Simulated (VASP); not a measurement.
# SiO2 (P4_2/mnm) in VASP: notebook

SiO2 is run at these levels: PBE; tasks: single point.

Everything below comes from runs of VASP 6.6.1. Logs are shortened: lines on timing, memory, paths and dates and some standing lists are left out, and cuts for length are marked.

### Step 1. The cell of the first run

It takes space group P4_2/mnm (No. 136, tetragonal). Conventional cell: a = 3.897 Å, b = 3.897 Å, c = 2.475 Å, α = 90.00°, β = 90.00°, γ = 90.00°. Si (site symmetry mmm) has 6 O at 1.63 to 1.69 Å within 2.2 Å. Within 2.2 Å of O (site symmetry m2m) lie 3 Si at 1.63 to 1.69 Å and 1 O at 2.13 Å.

### Step 2. Single point, PBE (strain -0.080 along x and y, -0.080 along z)

INCAR reads:

```
PREC     = Accurate       # precision mode
ENCUT    = 520            # plane-wave cutoff, eV
EDIFF    = 1E-7           # SCF threshold, eV
ISMEAR   = 0              # smearing method
SIGMA    = 0.05           # smearing width, eV
LREAL    = F              # projectors in reciprocal space
LASPH    = T              # aspherical terms in the spheres
NELM     = 100            # most SCF steps
ALGO     = Normal         # electronic algorithm
ISIF     = 2              # what is computed and relaxed
LWAVE    = F              # write WAVECAR
LCHARG   = F              # write CHGCAR
GGA      = PE             # functional
NBANDS   = 25             # bands
```

KPOINTS reads:

```
Automatic mesh
0
Gamma
  6 6 8
```

POSCAR reads:

```
SiO2
1.0
    3.8972272116      0.0000000000      0.0000000000
    0.0000000000      3.8972272116      0.0000000000
    0.0000000000      0.0000000000      2.4752398578
Si O
2 4
Direct
    0.5000000000      0.5000000000      0.5000000000
    0.0000000000      0.0000000000      0.0000000000
    0.6930152167      0.6930152167      0.0000000000
    0.1930152167      0.8069847833      0.5000000000
    0.3069847833      0.3069847833      0.0000000000
    0.8069847833      0.1930152167      0.5000000000
```

Potentials or basis: VASP PAW PBE potentials, release 64 (Si, O).

Started as:

```console
$ cat potpaw_PBE.64/Si/POTCAR potpaw_PBE.64/O/POTCAR > POTCAR
$ mpirun -np 1 vasp_std > vasp.out
```

OUTCAR:

```text
PREC = Accurate
   ENCUT = 520
   EDIFF = 1E-7
   ISMEAR = 0
   LREAL = F
   LASPH = T
   NELM = 100
   ISIF = 2
   GGA = PE

 ion  position               nearest neighbor table
   1  0.500  0.500  0.500-   3 1.63   5 1.63   3 1.63   5 1.63   4 1.69   6 1.69   2 3.02   2 3.02
                             2 3.02   2 3.02   2 3.02   2 3.02   2 3.02   2 3.02
   2  0.000  0.000  0.000-   4 1.63   6 1.63   4 1.63   6 1.63   5 1.69   3 1.69   1 3.02   1 3.02
                             1 3.02   1 3.02   1 3.02   1 3.02   1 3.02   1 3.02
   3  0.693  0.693  0.000-   1 1.63   1 1.63   2 1.69
   4  0.193  0.807  0.500-   2 1.63   2 1.63   1 1.69
   5  0.307  0.307  0.000-   1 1.63   1 1.63   2 1.69
   6  0.807  0.193  0.500-   2 1.63   2 1.63   1 1.69

  LATTYP: Found a simple tetragonal cell.
 ALAT       =     3.8972272116
 C/A-ratio  =     0.6351284448

  Lattice vectors:

 A1 = (   3.8972272116,   0.0000000000,   0.0000000000)
 A2 = (   0.0000000000,   3.8972272116,   0.0000000000)
 A3 = (   0.0000000000,   0.0000000000,   2.4752398578)

Analysis of symmetry for initial positions (statically):
=====================================================================
 Subroutine PRICEL returns:
 Original cell was already a primitive cell.

 Routine SETGRP: Setting up the symmetry group for a
 simple tetragonal supercell.

 Subroutine GETGRP returns: Found 16 space group operations
 (whereof  8 operations were pure point group operations)
 out of a pool of 16 trial point group operations.

The static configuration has the point symmetry D_2h.
 The point group associated with its full space group is D_4h.

Analysis of symmetry for dynamics (positions and initial velocities):
=====================================================================
 Subroutine PRICEL returns:
 Original cell was already a primitive cell.

 Routine SETGRP: Setting up the symmetry group for a
 simple tetragonal supercell.

 Subroutine GETGRP returns: Found 16 space group operations
 (whereof  8 operations were pure point group operations)
 out of a pool of 16 trial point group operations.

The dynamic configuration has the point symmetry D_2h.
 The point group associated with its full space group is D_4h.

 Subroutine INISYM returns: Found 16 space group operations
 (whereof  8 operations are pure point group operations),
 and found     1 'primitive' translations

----------------------------------------------------------------------------------------

                                     Primitive cell

  volume of cell :      37.5949

  direct lattice vectors                    reciprocal lattice vectors
     3.897227212  0.000000000  0.000000000     0.256592686  0.000000000  0.000000000
     0.000000000  3.897227212  0.000000000     0.000000000  0.256592686  0.000000000
     0.000000000  0.000000000  2.475239858     0.000000000  0.000000000  0.404001251

  length of vectors
     3.897227212  3.897227212  2.475239858     0.256592686  0.256592686  0.404001251

  position of ions in fractional coordinates (direct lattice)
     0.500000000  0.500000000  0.500000000
     0.000000000  0.000000000  0.000000000
     0.693015217  0.693015217  0.000000000
     0.193015217  0.806984783  0.500000000
     0.306984783  0.306984783  0.000000000
     0.806984783  0.193015217  0.500000000

  ion indices of the primitive-cell ions
   primitive index   ion index
                 1           1
                 2           2
                 3           3
                 4           4
                 5           5
                 6           6

----------------------------------------------------------------------------------------

 KPOINTS: Automatic mesh

Automatic generation of k-mesh.
 Grid dimensions read from file:
 generate k-points for:    6    6    8

 Generating k-lattice:

  Cartesian coordinates                     Fractional coordinates (reciprocal lattice)
     0.042765448  0.000000000  0.000000000     0.166666667  0.000000000  0.000000000
     0.000000000  0.042765448  0.000000000     0.000000000  0.166666667  0.000000000
     0.000000000  0.000000000  0.050500156     0.000000000  0.000000000  0.125000000

  Length of vectors
     0.042765448  0.042765448  0.050500156

  Shift w.r.t. Gamma in fractional coordinates (k-lattice)
     0.000000000  0.000000000  0.000000000

 Subroutine IBZKPT returns following result:
 ===========================================

 Found     50 irreducible k-points:

 Following reciprocal coordinates:
            Coordinates               Weight
  0.000000  0.000000  0.000000      1.000000
  0.166667  0.000000  0.000000      4.000000
  0.333333  0.000000  0.000000      4.000000
  0.500000  0.000000  0.000000      2.000000
  0.166667  0.166667  0.000000      4.000000
  0.333333  0.166667  0.000000      8.000000
[... 16 lines left out ...]
  0.333333  0.000000  0.250000      8.000000
  0.500000  0.000000  0.250000      4.000000
 [... further k-points ...]
   k-points           NKPTS =     50   k-points in BZ     NKDIM =     50   number of bands    NBANDS=     25
   number of dos      NEDOS =    301   number of ions     NIONS =      6
   total plane-waves  NPLWV =  16200
   dimension x,y,z NGX =    30 NGY =   30 NGZ =   18
   dimension x,y,z NGXF=    60 NGYF=   60 NGZF=   36
   ions per type =               2   4
   NGX,Y,Z   is equivalent  to a cutoff of  12.80, 12.80, 12.09 a.u.
   NGXF,Y,Z  is equivalent  to a cutoff of  25.59, 25.59, 24.18 a.u.
 SYSTEM =  unknown system
   PREC   = accura    normal or accurate (medium, high low for compatibility)
   ISTART =      0    job   : 0-new  1-cont  2-samecut
   ICHARG =      2    charge: 1-file 2-atom 10-const
   ISPIN  =      1    spin polarized calculation?
   LNONCOLLINEAR =      F non collinear calculations
   LSORBIT =      F    spin-orbit coupling
   LASPH  =      T    aspherical Exc in radial PAW
   ENCUT  =  520.0 eV  38.22 Ry    6.18 a.u.   7.25  7.25  4.60*2*pi/ulx,y,z
   NELM   =    100;   NELMIN=  2; NELMDL= -5     # of ELM steps
   EDIFF  = 0.1E-06   stopping-criterion for ELM
   LREAL  =      F    real-space projection
   EDIFFG = 0.1E-05   stopping-criterion for IOM
   NSW    =      0    number of steps for IOM
   IBRION =     -1    ionic relax: 0-MD 1-quasi-New 2-CG
   NFREE  =      0    steps in history (QN), initial steepest desc. (CG)
   ISIF   =      2    stress and relaxation
   ISYM   =      2    0-nonsym 1-usesym 2-fastsym
   POTIM  = 0.5000    time-step for ionic-motion
   TEBEG  =    0.0;   TEEND  =   0.0 temperature during run
   PSTRESS=    0.0 pullay stress
   NELECT =      32.0000    total number of electrons
   NUPDOWN=      -1.0000    fix difference up-down
   EMIN   =  10.00;   EMAX   =-10.00  energy-range for DOS
   EFERMI =   0.00;   METHOD = LEGACY
   ISMEAR =     0;   SIGMA  =   0.05  broadening in eV -4-tet -1-fermi 0-gaus
   EFERMI_NEDOS =   21; number of points for ismear=-14 and -15
   IALGO  =     38    algorithm
   IMIX   =      4    mixing-type and parameters
     AMIX     =   0.40;   BMIX     =  1.00
     AMIX_MAG =   1.60;   BMIX_MAG =  1.00
  volume/ion in A,a.u.               =       6.27        42.28
  Fermi-wavevector in a.u.,A,eV,Ry     =   1.551489  2.931888 32.750811  2.407117
  Thomas-Fermi vector in A             =   2.656001
   LORBIT       =      0    0 simple, 1 ext, 2 COOP (PROOUT), +10 PAW based schemes
   GGA     = PE    functional components
   LHFCALC =     F    Hartree Fock is set to
   AEXX    =    0.0000 exact exchange contribution
   IVDW    =     0    specifies the selected vdW correction
   LEPSILON=     F    determine dielectric tensor
   LRPA    =     F    only Hartree local field effects (RPA)
 non-spin polarized calculation
 Gauss-broadening in eV      SIGMA  =   0.05
  energy-cutoff  :      520.00
  volume of cell :       37.59
 maximum number of plane-waves:      1033
 NGX is ok and might be reduce to    30
   NGX = 15   NGY = 15   NGZ =  9

 number of electron      31.9999971 magnetization

 Free energy of the ion-electron system (eV)
  ---------------------------------------------------
  ext. energy  EPLUGINS =         0.00000000
  ---------------------------------------------------
  free energy    TOTEN  =       -42.89157564 eV

  energy without entropy =      -42.89157564  energy(sigma->0) =      -42.89157564

 E-fermi :  11.7491     XC(G=0): -13.4172

 val. band max:       11.4526336918   @ k =   0.0000   0.0000   0.0000
 cond. band min:      18.8869328503   @ k =   0.0000   0.0000   0.0000
 fundamental gap:      7.4342991585
 Fermi energy:        11.7491196185

 k-point     1 :       0.0000    0.0000    0.0000
  band No.  band energies     occupation
      1     -13.6107      2.00000
      2      -8.7599      2.00000
      3      -8.7599      2.00000
      4      -8.5646      2.00000
      5      -0.7003      2.00000
      6       3.2009      2.00000
[... 17 lines left out ...]
     24      28.8807      0.00000
     25      29.2806      0.00000

 k-point     2 :       0.1667    0.0000    0.0000
  band No.  band energies     occupation
      1     -13.4279      2.00000
      2      -9.7453      2.00000
      3      -8.6582      2.00000
      4      -7.9722      2.00000
      5      -0.6017      2.00000
      6       2.8262      2.00000
[... 17 lines left out ...]
     24      27.8504      0.00000
     25      29.4651      0.00000

 k-point     3 :       0.3333    0.0000    0.0000
  band No.  band energies     occupation
      1     -12.8910      2.00000
      2     -10.9420      2.00000
      3      -8.3834      2.00000
      4      -7.8141      2.00000
      5      -0.2431      2.00000
      6       1.5510      2.00000
[... 552 lines left out ...]
 k-point    23 :       0.3333    0.0000    0.2500
  band No.  band energies     occupation
      1     -11.9242      2.00000
      2     -10.1913      2.00000
      3      -7.9940      2.00000
      4      -7.7375      2.00000
      5       0.5387      2.00000
      6       1.9825      2.00000
[... 17 lines left out ...]
     24      26.5125      0.00000
     25      26.9100      0.00000

 k-point    24 :       0.5000    0.0000    0.2500
  band No.  band energies     occupation
      1     -11.1505      2.00000
      2     -11.1505      2.00000
      3      -7.8133      2.00000
      4      -7.8133      2.00000
      5       1.2422      2.00000
      6       1.2422      2.00000
[... 17 lines left out ...]
     24      25.9936      0.00000
     25      27.1665      0.00000

 [... further k-points ...]

------------------------ aborting loop because EDIFF is reached ----------------------------------------

  FORCE on cell =-STRESS in cart. coord.  units (eV):
  Direction    XX          YY          ZZ          XY          YZ          ZX
  --------------------------------------------------------------------------------------
  -------------------------------------------------------------------------------------
  Total       27.2436099     27.2436099     34.1145572     -0.0000000      0.0000000      0.0000000
  in kB     1161.0381566   1161.0381566   1453.8566216     -0.0000000      0.0000000      0.0000000
  external PRESSURE =    1258.6443116 kB  Pullay stress =       0.0000000 kB

 VOLUME and BASIS-vectors are now :
 -----------------------------------------------------------------------------
  energy-cutoff  :      520.00
  volume of cell :       37.59
      direct lattice vectors                 reciprocal lattice vectors
     3.897227212  0.000000000  0.000000000     0.256592686  0.000000000  0.000000000
     0.000000000  3.897227212  0.000000000     0.000000000  0.256592686  0.000000000
     0.000000000  0.000000000  2.475239858     0.000000000  0.000000000  0.404001251

 POSITION                                       TOTAL-FORCE (eV/Angst)
 -----------------------------------------------------------------------------------
      1.94861      1.94861      1.23762         0.000000      0.000000      0.000000
      0.00000      0.00000      0.00000         0.000000      0.000000      0.000000
      2.70084      2.70084      0.00000         1.685333      1.685333      0.000000
      0.75222      3.14500      1.23762         1.685333     -1.685333      0.000000
      1.19639      1.19639      0.00000        -1.685333     -1.685333      0.000000
      3.14500      0.75222      1.23762        -1.685333      1.685333      0.000000
 -----------------------------------------------------------------------------------
    total drift:                               -0.000000      0.000000     -0.000000

  FREE ENERGIE OF THE ION-ELECTRON SYSTEM (eV)
  ---------------------------------------------------
  free  energy   TOTEN  =       -42.8915756372 eV

  energy  without entropy=      -42.8915756372  energy(sigma->0) =      -42.89157564
```

Wall time 26 s (1 thread of Intel Xeon 6975P-C (Granite Rapids), shared host); peak memory 0.16 GiB.

Results:

```
Free energy            : -42.8916 eV
Pressure               : 125.9 GPa
Largest force          : 2.383 eV/Å
Band gap on the k mesh : 7.43 eV, direct
```

Forces on the atoms (eV/Å):
```
Si   0.000  0.000  0.000
Si   0.000  0.000  0.000
O    1.685  1.685  0.000
O    1.685 -1.685  0.000
O   -1.685 -1.685  0.000
O   -1.685  1.685  0.000
```

Stress tensor (GPa, compression positive):
```
116.10   0.00   0.00
  0.00 116.10   0.00
  0.00   0.00 145.39
```

Caveat: the cell differs from its parent crystal (strain -0.080 along x and y, -0.080 along z); forces of over 1 eV/Å act on the atoms, so gaps and moduli don't describe the material at rest. A k mesh can miss the band edges.

### Step 3. Single point, PBE (strain -0.080 along x and y, -0.040 along z)

INCAR reads:

```
PREC     = Accurate       # precision mode
ENCUT    = 520            # plane-wave cutoff, eV
EDIFF    = 1E-6           # SCF threshold, eV
ISMEAR   = 0              # smearing method
SIGMA    = 0.05           # smearing width, eV
LREAL    = F              # projectors in reciprocal space
LASPH    = T              # aspherical terms in the spheres
NELM     = 80             # most SCF steps
ALGO     = Normal         # electronic algorithm
ISIF     = 2              # what is computed and relaxed
LWAVE    = F              # write WAVECAR
LCHARG   = T              # write CHGCAR
GGA      = PE             # functional
LELF     = T              # ELF
LVHAR    = T            
NBANDS   = 25             # bands
```

KPOINTS is that of step 2.

Edit POSCAR of step 2 so:

```diff
@@ -4,3 +4,3 @@
     0.0000000000      3.8972272116      0.0000000000
-    0.0000000000      0.0000000000      2.4752398578
+    0.0000000000      0.0000000000      2.5828589820
 Si O
```

Potentials or basis: VASP PAW PBE potentials, release 64 (Si, O).

Started as:

```console
$ cat potpaw_PBE.64/Si/POTCAR potpaw_PBE.64/O/POTCAR > POTCAR
$ mpirun -np 1 vasp_std > vasp.out
```

Wall time 22 s (1 thread of Intel Xeon 6975P-C (Granite Rapids), shared host); peak memory 0.16 GiB.

Results (log left out):

- Free energy: -44.0774 eV
- Pressure: 93.0 GPa
- Largest force: 1.736 eV/Å
- Band gap on the k mesh: 6.65 eV, direct

Forces in eV/Å, atoms in the order of the input:
```
Si   0.000  0.000  0.000
Si   0.000  0.000  0.000
O    1.228  1.228  0.000
O    1.228 -1.228  0.000
O   -1.228 -1.228  0.000
O   -1.228  1.228  0.000
```

Stress tensor (GPa, compression positive):
```
95.24  0.00  0.00
 0.00 95.24  0.00
 0.00  0.00 88.49
```

Levels at points of the mesh, in eV from the valence-band top:
```
           k point  band 12  band 13  band 14  band 15  band 16  band 17  band 18  band 19  band 20  band 21
(0.00, 0.00, 0.00)    -3.89    -2.88    -0.89    -0.89     0.00     6.65     8.75     9.44     9.44    12.06
(0.50, 0.00, 0.00)    -4.60    -3.25    -3.25    -1.22    -1.22     9.09     9.09    10.35    10.35    12.94
(0.50, 0.50, 0.00)    -4.09    -3.10    -3.10    -2.72    -2.72     8.96     8.96    11.33    11.33    14.87
(0.00, 0.00, 0.50)    -5.06    -4.08    -4.08    -3.31    -3.31    11.56    11.56    14.28    14.28    14.69
(0.50, 0.00, 0.50)    -4.74    -2.58    -2.58    -2.17    -2.17    10.56    10.56    12.29    12.29    13.36
(0.50, 0.50, 0.50)    -4.84    -1.98    -1.98    -1.90    -1.90     9.77     9.77    12.33    12.33    12.76
```

Caveat: the cell differs from its parent crystal (strain -0.080 along x and y, -0.040 along z); forces of over 1 eV/Å act on the atoms, so gaps and moduli don't describe the material at rest. A k mesh can miss the band edges.

### Step 4. Single point, PBE (strain -0.080 along x and y, +0.000 along z)

INCAR reads:

```
SYSTEM = SiO2
PREC     = Accurate       ! precision mode
ENCUT    = 520            ! plane-wave cutoff, eV
EDIFF    = 1E-7           ! SCF threshold, eV
ISMEAR   = 0              ! smearing method
SIGMA    = 0.05           ! smearing width, eV
LREAL    = .False.        ! projectors in reciprocal space
LASPH    = .True.         ! aspherical terms in the spheres
NELM     = 100            ! most SCF steps
ALGO     = Normal         ! electronic algorithm
ISIF     = 2              ! what is computed and relaxed
LWAVE    = .False.        ! write WAVECAR
LCHARG   = .False.        ! write CHGCAR
GGA      = PE             ! functional
NBANDS   = 25             ! bands
```

KPOINTS reads:

```
Automatic mesh
0
Gamma
  6 6 8
  0 0 0
```

Edit POSCAR of step 3 so:

```diff
@@ -4,3 +4,3 @@
     0.0000000000      3.8972272116      0.0000000000
-    0.0000000000      0.0000000000      2.5828589820
+    0.0000000000      0.0000000000      2.6904781063
 Si O
```

Started as:

```console
$ cat potpaw_PBE.64/Si/POTCAR potpaw_PBE.64/O/POTCAR > POTCAR
$ mpirun -np 1 vasp_std > vasp.out
```

Wall time 21 s (1 thread of Intel Xeon 6975P-C (Granite Rapids), shared host); peak memory 0.16 GiB.

Results (log left out):

| Item | Value |
| --- | --- |
| Free energy | -44.7506 eV |
| Pressure | 66.7 GPa |
| Largest force | 1.332 eV/Å |
| Band gap on the k mesh | 6.01 eV, direct |

Forces on the atoms (eV/Å):
```
Si   0.000  0.000  0.000
Si   0.000  0.000  0.000
O    0.942  0.942  0.000
O    0.942 -0.942  0.000
O   -0.942 -0.942  0.000
O   -0.942  0.942  0.000
```

Stress tensor (GPa, compression positive):
```
77.84  0.00  0.00
 0.00 77.84  0.00
 0.00  0.00 44.54
```

Levels at points of the mesh, in eV from the valence-band top:
| k point | band 12 | band 13 | band 14 | band 15 | band 16 | band 17 | band 18 | band 19 | band 20 | band 21 |
| --- | --- | --- | --- | --- | --- | --- | --- | --- | --- | --- |
| (0.00, 0.00, 0.00) | -3.86 | -2.92 | -0.79 | -0.79 | 0.00 | 6.01 | 7.67 | 8.49 | 8.49 | 11.84 |
| (0.50, 0.00, 0.00) | -4.33 | -3.22 | -3.22 | -1.11 | -1.11 | 8.35 | 8.35 | 9.42 | 9.42 | 13.16 |
| (0.50, 0.50, 0.00) | -4.10 | -3.10 | -3.10 | -2.35 | -2.35 | 8.16 | 8.16 | 10.56 | 10.56 | 15.12 |
| (0.00, 0.00, 0.50) | -4.73 | -3.93 | -3.93 | -3.04 | -3.04 | 11.16 | 11.16 | 13.49 | 13.49 | 14.40 |
| (0.50, 0.00, 0.50) | -4.46 | -2.30 | -2.30 | -1.96 | -1.96 | 10.42 | 10.42 | 12.24 | 12.24 | 13.14 |
| (0.50, 0.50, 0.50) | -4.49 | -1.71 | -1.71 | -1.70 | -1.70 | 9.38 | 9.38 | 12.23 | 12.23 | 12.76 |

Caveat: the cell differs from its parent crystal (strain -0.080 along x and y, +0.000 along z); forces of over 1 eV/Å act on the atoms, so gaps and moduli don't describe the material at rest.

### Step 5. Overview

| cell | gap on the mesh (eV) | pressure (GPa) | largest force (eV/Å) |
| --- | --- | --- | --- |
| a = 3.897, b = 3.897, c = 2.475 Å, 6 atoms | 7.43 | 125.9 | 2.38 |
| a = 3.897, b = 3.897, c = 2.583 Å, 6 atoms | 6.65 | 93.0 | 1.74 |
| a = 3.897, b = 3.897, c = 2.690 Å, 6 atoms | 6.01 | 66.7 | 1.33 |

Alike in all rows: task single point; level PBE; potentials or basis VASP PAW PBE potentials, release 64 (Si, O); no spin polarisation; k mesh 6 × 6 × 8; cutoff (eV) 520; smearing gaussian 0.05 eV.

Caveats: forces of over 1 eV/Å act on the atoms, so gaps and moduli don't describe the material at rest.

Total energies depend on the potentials used, so only differences within one code and one set of settings carry meaning.
